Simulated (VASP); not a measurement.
# TlI2 (Fm-3m) in VASP: a series of runs

The runs below take TlI2 through single point, relaxation of cell and atoms, with PBE.

All numbers are computed with VASP 6.6.1; they aren't measurements. Logs are shortened: lines on timing, memory, paths and dates and some standing lists are left out, and cuts for length are marked.

## Step 1: The cell of the first run

Symmetry: Fm-3m, No. 225, cubic system. The conventional cell has a = 8.089 Å, b = 8.089 Å, c = 8.089 Å, α = 90.00°, β = 90.00°, γ = 90.00°. Tl (site symmetry m-3m) has 8 I at 3.50 Å within 4.6 Å. I (site symmetry -43m) has 4 Tl at 3.50 Å and 6 I at 4.04 Å within 4.6 Å.

## Step 2: Single point, PBE

The input, INCAR:

```
PREC = Accurate ; ENCUT = 520
EDIFF = 1E-6 ; ISMEAR = 0
SIGMA = 0.1 ; LREAL = F
LASPH = T ; NELM = 100
ALGO = Fast ; ISIF = 2
LWAVE = F ; LCHARG = T
GGA = PE ; LELF = T
LVHAR = T ; NBANDS = 20
```

The input, KPOINTS:

```
regular mesh
0
Gamma
  4 4 4
```

The input, POSCAR:

```
TlI2
1.0
    0.0000000000      4.0444861574      4.0444861574
    4.0444861574      0.0000000000      4.0444861574
    4.0444861574      4.0444861574      0.0000000000
Tl I
1 2
Direct
    0.0000000000      0.0000000000      0.0000000000
    0.2500000000      0.2500000000      0.2500000000
    0.7500000000      0.7500000000      0.7500000000
```

Potentials or basis: VASP PAW PBE potentials, release 64 (Tl_d, I).

Started as:

```console
$ cat potpaw_PBE.64/Tl_d/POTCAR potpaw_PBE.64/I/POTCAR > POTCAR
$ mpirun -np 1 vasp_std > vasp.out
```

OUTCAR:

```text
PREC = Accurate
   ENCUT = 520
   EDIFF = 1E-6
   ISMEAR = 0
   LREAL = F
   LASPH = T
   NELM = 100
   ISIF = 2
   GGA = PE

 ion  position               nearest neighbor table
   1  0.000  0.000  0.000-   3 3.50   3 3.50   3 3.50   2 3.50   3 3.50   2 3.50   2 3.50   2 3.50

   2  0.250  0.250  0.250-   1 3.50   1 3.50   1 3.50   1 3.50
   3  0.750  0.750  0.750-   1 3.50   1 3.50   1 3.50   1 3.50

  LATTYP: Found a face centered cubic cell.
 ALAT       =     8.0889723148

  Lattice vectors:

 A1 = (   0.0000000000,   4.0444861574,   4.0444861574)
 A2 = (   4.0444861574,   0.0000000000,   4.0444861574)
 A3 = (   4.0444861574,   4.0444861574,   0.0000000000)

Analysis of symmetry for initial positions (statically):
=====================================================================
 Subroutine PRICEL returns:
 Original cell was already a primitive cell.

 Routine SETGRP: Setting up the symmetry group for a
 face centered cubic supercell.

 Subroutine GETGRP returns: Found 48 space group operations
 (whereof 48 operations were pure point group operations)
 out of a pool of 48 trial point group operations.

The static configuration has the point symmetry O_h .

Analysis of symmetry for dynamics (positions and initial velocities):
=====================================================================
 Subroutine PRICEL returns:
 Original cell was already a primitive cell.

 Routine SETGRP: Setting up the symmetry group for a
 face centered cubic supercell.

 Subroutine GETGRP returns: Found 48 space group operations
 (whereof 48 operations were pure point group operations)
 out of a pool of 48 trial point group operations.

The dynamic configuration has the point symmetry O_h .

 Subroutine INISYM returns: Found 48 space group operations
 (whereof 48 operations are pure point group operations),
 and found     1 'primitive' translations

----------------------------------------------------------------------------------------

                                     Primitive cell

  volume of cell :     132.3183

  direct lattice vectors                    reciprocal lattice vectors
     0.000000000  4.044486157  4.044486157    -0.123625099  0.123625099  0.123625099
     4.044486157  0.000000000  4.044486157     0.123625099 -0.123625099  0.123625099
     4.044486157  4.044486157  0.000000000     0.123625099  0.123625099 -0.123625099

  length of vectors
     5.719767177  5.719767177  5.719767177     0.214124952  0.214124952  0.214124952

  position of ions in fractional coordinates (direct lattice)
     0.000000000  0.000000000  0.000000000
     0.250000000  0.250000000  0.250000000
     0.750000000  0.750000000  0.750000000

  ion indices of the primitive-cell ions
   primitive index   ion index
                 1           1
                 2           2
                 3           3

----------------------------------------------------------------------------------------

 KPOINTS: regular mesh

Automatic generation of k-mesh.
 Grid dimensions read from file:
 generate k-points for:    4    4    4

 Generating k-lattice:

  Cartesian coordinates                     Fractional coordinates (reciprocal lattice)
    -0.030906275  0.030906275  0.030906275     0.250000000  0.000000000  0.000000000
     0.030906275 -0.030906275  0.030906275     0.000000000  0.250000000  0.000000000
     0.030906275  0.030906275 -0.030906275     0.000000000  0.000000000  0.250000000

  Length of vectors
     0.053531238  0.053531238  0.053531238

  Shift w.r.t. Gamma in fractional coordinates (k-lattice)
     0.000000000  0.000000000  0.000000000

 Subroutine IBZKPT returns following result:
 ===========================================

 Found      8 irreducible k-points:

 Following reciprocal coordinates:
            Coordinates               Weight
  0.000000  0.000000  0.000000      1.000000
  0.250000  0.000000  0.000000      8.000000
  0.500000  0.000000  0.000000      4.000000
  0.250000  0.250000  0.000000      6.000000
  0.500000  0.250000  0.000000     24.000000
 -0.250000  0.250000  0.000000     12.000000
  0.500000  0.500000  0.000000      3.000000
 -0.250000  0.500000  0.250000      6.000000
   k-points           NKPTS =      8   k-points in BZ     NKDIM =      8   number of bands    NBANDS=     20
   number of dos      NEDOS =    301   number of ions     NIONS =      3
   total plane-waves  NPLWV = 110592
   dimension x,y,z NGX =    48 NGY =   48 NGZ =   48
   dimension x,y,z NGXF=    96 NGYF=   96 NGZF=   96
   ions per type =               1   2
   NGX,Y,Z   is equivalent  to a cutoff of  13.95, 13.95, 13.95 a.u.
   NGXF,Y,Z  is equivalent  to a cutoff of  27.90, 27.90, 27.90 a.u.
 SYSTEM =  unknown system
   PREC   = accura    normal or accurate (medium, high low for compatibility)
   ISTART =      0    job   : 0-new  1-cont  2-samecut
   ICHARG =      2    charge: 1-file 2-atom 10-const
   ISPIN  =      1    spin polarized calculation?
   LNONCOLLINEAR =      F non collinear calculations
   LSORBIT =      F    spin-orbit coupling
   LASPH  =      T    aspherical Exc in radial PAW
   ENCUT  =  520.0 eV  38.22 Ry    6.18 a.u.  10.63 10.63 10.63*2*pi/ulx,y,z
   NELM   =    100;   NELMIN=  2; NELMDL= -5     # of ELM steps
   EDIFF  = 0.1E-05   stopping-criterion for ELM
   LREAL  =      F    real-space projection
[... 7 lines left out ...]
   TEBEG  =    0.0;   TEEND  =   0.0 temperature during run
   PSTRESS=    0.0 pullay stress
   NELECT =      27.0000    total number of electrons
   NUPDOWN=      -1.0000    fix difference up-down
   EMIN   =  10.00;   EMAX   =-10.00  energy-range for DOS
   EFERMI =   0.00;   METHOD = LEGACY
   ISMEAR =     0;   SIGMA  =   0.10  broadening in eV -4-tet -1-fermi 0-gaus
   EFERMI_NEDOS =   21; number of points for ismear=-14 and -15
   IALGO  =     68    algorithm
   IMIX   =      4    mixing-type and parameters
     AMIX     =   0.40;   BMIX     =  1.00
     AMIX_MAG =   1.60;   BMIX_MAG =  1.00
  volume/ion in A,a.u.               =      44.11       297.64
  Fermi-wavevector in a.u.,A,eV,Ry     =   0.963806  1.821328 12.638738  0.928921
  Thomas-Fermi vector in A             =   2.093383
   LORBIT       =      0    0 simple, 1 ext, 2 COOP (PROOUT), +10 PAW based schemes
   GGA     = PE    functional components
   LHFCALC =     F    Hartree Fock is set to
   AEXX    =    0.0000 exact exchange contribution
   IVDW    =     0    specifies the selected vdW correction
   LEPSILON=     F    determine dielectric tensor
   LRPA    =     F    only Hartree local field effects (RPA)
 non-spin polarized calculation
 RMM-DIIS sequential band-by-band and
 Gauss-broadening in eV      SIGMA  =   0.10
  energy-cutoff  :      520.00
  volume of cell :      132.32
 maximum number of plane-waves:      3590
 NGX is ok and might be reduce to    48
   NGX = 21   NGY = 21   NGZ = 21

 number of electron      26.9999999 magnetization

 Free energy of the ion-electron system (eV)
  ---------------------------------------------------
  ext. energy  EPLUGINS =         0.00000000
  ---------------------------------------------------
  free energy    TOTEN  =        -5.93439629 eV

  energy without entropy =       -5.90221616  energy(sigma->0) =       -5.91830623

 E-fermi :   1.6710     XC(G=0):  -7.8258

 val. band max:        1.6024220631   @ k =  -0.2500   0.2500   0.0000
 cond. band min:       1.6876804851   @ k =   0.5000   0.5000   0.0000
 fundamental gap:      0.0852584221
 Fermi energy:         1.6709654153

 k-point     1 :       0.0000    0.0000    0.0000
  band No.  band energies     occupation
      1     -10.0650      2.00000
      2      -9.1727      2.00000
      3      -8.1277      2.00000
      4      -8.1277      2.00000
      5      -8.1277      2.00000
      6      -8.0899      2.00000
[... 12 lines left out ...]
     19       8.3729      0.00000
     20       8.3729      0.00000

 k-point     2 :       0.2500    0.0000    0.0000
  band No.  band energies     occupation
      1      -9.9275      2.00000
      2      -9.3371      2.00000
      3      -8.1235      2.00000
      4      -8.1235      2.00000
      5      -8.0898      2.00000
      6      -8.0898      2.00000
[... 12 lines left out ...]
     19       9.0996      0.00000
     20       9.3761      0.00000

 k-point     3 :       0.5000    0.0000    0.0000
  band No.  band energies     occupation
      1      -9.6767      2.00000
      2      -9.5855      2.00000
      3      -8.1199      2.00000
      4      -8.1199      2.00000
      5      -8.0891      2.00000
      6      -8.0891      2.00000
[... 12 lines left out ...]
     19       9.7054      0.00000
     20       9.7054      0.00000

 k-point     4 :       0.2500    0.2500    0.0000
  band No.  band energies     occupation
      1      -9.8937      2.00000
      2      -9.3704      2.00000
      3      -8.1193      2.00000
      4      -8.1193      2.00000
      5      -8.0922      2.00000
      6      -8.0882      2.00000
[... 12 lines left out ...]
     19       9.1386      0.00000
     20       9.8275      0.00000

 k-point     5 :       0.5000    0.2500    0.0000
  band No.  band energies     occupation
      1      -9.7020      2.00000
      2      -9.5466      2.00000
      3      -8.1150      2.00000
      4      -8.0945      2.00000
      5      -8.0881      2.00000
      6      -8.0879      2.00000
[... 12 lines left out ...]
     19       9.7335      0.00000
     20      10.4126      0.00000

 k-point     6 :      -0.2500    0.2500    0.0000
  band No.  band energies     occupation
      1      -9.7597      2.00000
      2      -9.4979      2.00000
      3      -8.1186      2.00000
      4      -8.0938      2.00000
      5      -8.0903      2.00000
      6      -8.0819      2.00000
[... 12 lines left out ...]
     19       9.8255      0.00000
     20      10.2237      0.00000

 k-point     7 :       0.5000    0.5000    0.0000
  band No.  band energies     occupation
      1      -9.7019      2.00000
      2      -9.5342      2.00000
      3      -8.1107      2.00000
      4      -8.1107      2.00000
      5      -8.0947      2.00000
      6      -8.0865      2.00000
[... 12 lines left out ...]
     19       9.2167      0.00000
     20       9.6241      0.00000

 k-point     8 :      -0.2500    0.5000    0.2500
  band No.  band energies     occupation
      1      -9.6176      2.00000
      2      -9.6176      2.00000
      3      -8.1107      2.00000
      4      -8.0926      2.00000
      5      -8.0885      2.00000
      6      -8.0408      2.00000
[... 12 lines left out ...]
     19      10.0177      0.00000
     20      10.0185      0.00000

------------------------ aborting loop because EDIFF is reached ----------------------------------------

  FORCE on cell =-STRESS in cart. coord.  units (eV):
  Direction    XX          YY          ZZ          XY          YZ          ZX
  --------------------------------------------------------------------------------------
  -------------------------------------------------------------------------------------
  Total        0.2604640      0.2604640      0.2604640      0.0000000      0.0000000      0.0000000
  in kB        3.1538294      3.1538294      3.1538294      0.0000000      0.0000000      0.0000000
  external PRESSURE =       3.1538294 kB  Pullay stress =       0.0000000 kB

 VOLUME and BASIS-vectors are now :
 -----------------------------------------------------------------------------
  energy-cutoff  :      520.00
  volume of cell :      132.32
      direct lattice vectors                 reciprocal lattice vectors
     0.000000000  4.044486157  4.044486157    -0.123625099  0.123625099  0.123625099
     4.044486157  0.000000000  4.044486157     0.123625099 -0.123625099  0.123625099
     4.044486157  4.044486157  0.000000000     0.123625099  0.123625099 -0.123625099

 POSITION                                       TOTAL-FORCE (eV/Angst)
 -----------------------------------------------------------------------------------
      0.00000      0.00000      0.00000         0.000000     -0.000000     -0.000000
      2.02224      2.02224      2.02224        -0.000000     -0.000000     -0.000000
      6.06673      6.06673      6.06673         0.000000      0.000000      0.000000
 -----------------------------------------------------------------------------------
    total drift:                               -0.000000     -0.000000     -0.000000

  FREE ENERGIE OF THE ION-ELECTRON SYSTEM (eV)
  ---------------------------------------------------
  free  energy   TOTEN  =        -5.9343962870 eV

  energy  without entropy=       -5.9022161642  energy(sigma->0) =       -5.91830623
```

It took 74 s on 1 thread of Oxide Virtual Turin-like, shared host; peak memory 0.27 GiB.

What came out:

```yaml
Free_energy: -5.9344 eV
Pressure: 0.3 GPa
Band_gap_on_the_k_mesh: zero (an odd number of electrons rules out a gap without spin polarisation)
```

Caveat: spin-orbit coupling is left out, which moves the levels of the heavy elements; an odd number of electrons without spin polarisation forces a metal; a magnetic or distorted state may lie lower.

## Step 3: Relaxation of cell and atoms, PBE

This run uses another cell than the first one, of 37.23 Å³/atom.

The input, INCAR:

```
SYSTEM = TlI2
  PREC = Accurate
  ENCUT = 600
  EDIFF = 1E-6
  ISMEAR = 0
  SIGMA = 0.1
  LREAL = .FALSE.
  LASPH = .TRUE.
  NELM = 80
  ALGO = Normal
  ISIF = 3
  LWAVE = .FALSE.
  LCHARG = .FALSE.
  GGA = PE
  IBRION = 2
  NSW = 90
  EDIFFG = -0.04
```

The input, KPOINTS:

```
regular mesh
0
G
  4 4 4
  0 0 0
```

The input, POSCAR:

```
TlI2
1.0
    0.0000000000      3.8222954770      3.8222954770
    3.8222954770      0.0000000000      3.8222954770
    3.8222954770      3.8222954770      0.0000000000
Tl I
1 2
Direct
    0.0000000000      0.0000000000      0.0000000000
    0.2500000000      0.2500000000      0.2500000000
    0.7500000000      0.7500000000      0.7500000000
```

Potentials or basis: VASP PAW PBE potentials, release 64 (Tl_d, I).

Started as:

```console
$ cat potpaw_PBE.64/Tl_d/POTCAR potpaw_PBE.64/I/POTCAR > POTCAR
$ mpirun -np 1 vasp_std > vasp.out
```

Run time: 2.2 min. Hardware: 1 thread of Oxide Virtual Turin-like, shared host; peak memory 0.29 GiB.

Results (log left out):

| Property | Result |
| --- | --- |
| Free energy | -5.9351 eV |
| Relaxed volume | 45.36 Å³/atom |
| Relaxed cell | a = 5.773 Å, b = 5.773 Å, c = 5.773 Å, α = 60.00°, β = 60.00°, γ = 60.00° |
| Space group after relaxing (to 0.1 Å) | Fm-3m (No. 225) |
| Energy gained by relaxing | 81.8 meV/atom |
| Ionic steps | 4 |
| Pressure after relaxing | 0.0 GPa |
| Band gap on the k mesh | zero (an odd number of electrons rules out a gap without spin polarisation) |

Step by step:
```csv
step,energy change (eV),largest force (eV/Å),pressure (GPa),volume (Å³)
1,0.0000,0.0000,4.09,111.69
2,-0.2260,0.0000,0.85,127.76
3,-0.2396,0.0000,-0.38,140.31
4,-0.2453,0.0000,-0.05,136.07
```

Final structure:
```
Tl I
1.0
     0.00000    4.08235    4.08235
     4.08235    0.00000    4.08235
     4.08235    4.08235    0.00000
Tl I
1 2
Cartesian
  0.0000 0.0000 0.0000
  2.0412 2.0412 2.0412
  6.1235 6.1235 6.1235
```

Levels at points of the mesh, in eV from the Fermi level:
```tsv
k point	band 11	band 12	band 13	band 14	band 15	band 16
(0.00, 0.00, 0.00)	-1.50	-0.50	-0.50	-0.50	3.59	3.59
(0.50, 0.00, 0.00)	-1.40	-1.01	-1.01	0.20	4.76	4.76
(0.50, 0.50, 0.00)	-0.66	0.02	0.02	0.21	3.71	5.64
```

Caveat: the volume moved by over 15 % at a fixed basis, so the end points are rough; spin-orbit coupling is left out, which moves the levels of the heavy elements; an odd number of electrons without spin polarisation forces a metal; a magnetic or distorted state may lie lower.

## Step 4: Single point, PBE

This run uses another cell than the first one, of 45.04 Å³/atom.

The input, INCAR:

```
PREC = Accurate
ENCUT = 520
EDIFF = 1E-6
ISMEAR = 0
SIGMA = 0.1
LREAL = F
LASPH = T
NELM = 60
ALGO = Fast
ISIF = 2
LWAVE = F
LCHARG = T
GGA = PE
LELF = T
LVHAR = T
NBANDS = 20
```

The input, KPOINTS:

```
Automatic mesh
0
Gamma
  10 10 10
```

The input, POSCAR:

```
TlI2
1.0
    0.0000000000      4.0727865677      4.0727865677
    4.0727865677      0.0000000000      4.0727865677
    4.0727865677      4.0727865677      0.0000000000
Tl I
1 2
Direct
    0.0000000000      0.0000000000      0.0000000000
    0.2500000000      0.2500000000      0.2500000000
    0.7500000000      0.7500000000      0.7500000000
```

Started as:

```console
$ cat potpaw_PBE.64/Tl_d/POTCAR potpaw_PBE.64/I/POTCAR > POTCAR
$ mpirun -np 1 vasp_std > vasp.out
```

It took 4 min on 1 thread of Oxide Virtual Turin-like, shared host; peak memory 0.35 GiB.

The run converged. Its results:

```
Free energy            : -5.9299 eV
Pressure               : 0.0 GPa
Band gap on the k mesh : zero (an odd number of electrons rules out a gap without spin polarisation)
```

Levels at points of the mesh, in eV from the Fermi level:
```
           k point  band 10  band 11  band 12  band 13  band 14  band 15  band 16  band 17  band 18  band 19
(0.00, 0.00, 0.00)    -1.53    -1.53    -0.53    -0.53    -0.53     3.54     3.54     3.54     6.41     6.72
(0.50, 0.00, 0.00)    -1.45    -1.45    -1.04    -1.04     0.19     4.73     4.73     5.24     7.14     8.01
(0.50, 0.50, 0.00)    -2.32    -0.69     0.01     0.01     0.19     3.68     5.62     5.62     6.39     7.56
```

Caveat: spin-orbit coupling is left out, which moves the levels of the heavy elements; an odd number of electrons without spin polarisation forces a metal; a magnetic or distorted state may lie lower.

[end of part 1 of 2]

The gap in the log of VASP goes by the Fermi energy; the results here count the filled bands.